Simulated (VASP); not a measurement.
A run of VASP 6.6.1:

File INCAR:

```
SYSTEM = Bi2Se3
PREC     = Accurate       ! precision mode
ENCUT    = 600            ! plane-wave cutoff, eV
EDIFF    = 1E-6           ! SCF threshold, eV
ISMEAR   = 0              ! smearing method
SIGMA    = 0.1            ! smearing width, eV
LREAL    = .FALSE.        ! projectors in reciprocal space
LASPH    = .TRUE.         ! aspherical terms in the spheres
NELM     = 100            ! most SCF steps
ALGO     = Normal         ! electronic algorithm
ISIF     = 3              ! what is computed and relaxed
LWAVE    = .FALSE.        ! write WAVECAR
LCHARG   = .FALSE.        ! write CHGCAR
GGA      = PE             ! functional
IBRION   = 2              ! ionic algorithm
NSW      = 90             ! ionic steps
EDIFFG   = -0.04          ! ionic threshold
```

The input KPOINTS:

```
regular mesh
0
G
  6 6 4
  0 0 0
```

POSCAR

```
Bi2Se3
1.0
    5.3531892400      0.0000000000      0.0000000000
   -2.6765946200      4.6359978700      0.0000000000
    0.0000000000      0.0000000000      6.3471431700
Bi Se
2 3
Direct
    0.0000000000      0.0000000000      0.2888389700
    0.0000000000      0.0000000000      0.7111610300
    0.3333333300      0.6666666700      0.0000000000
    0.6666666700      0.3333333300      0.3194891600
    0.6666666700      0.3333333300      0.6805108400
```

Potentials or basis: VASP PAW PBE potentials, release 64 (Bi_d, Se).

Run with:

```sh
$ cat potpaw_PBE.64/Bi_d/POTCAR potpaw_PBE.64/Se/POTCAR > POTCAR
$ mpirun -np 1 vasp_std > vasp.out
```

Hardware: 1 thread of Intel(R) Xeon(R) 6975P-C (Granite Rapids), on a shared host.

Question: How long does it take, and how much memory?

Answer: Run time: 26 min on 1 thread of Intel(R) Xeon(R) 6975P-C (Granite Rapids), with other jobs on the host, peak memory 0.43 GiB. Counts: scf iterations 370, k points 21, ion steps 42.
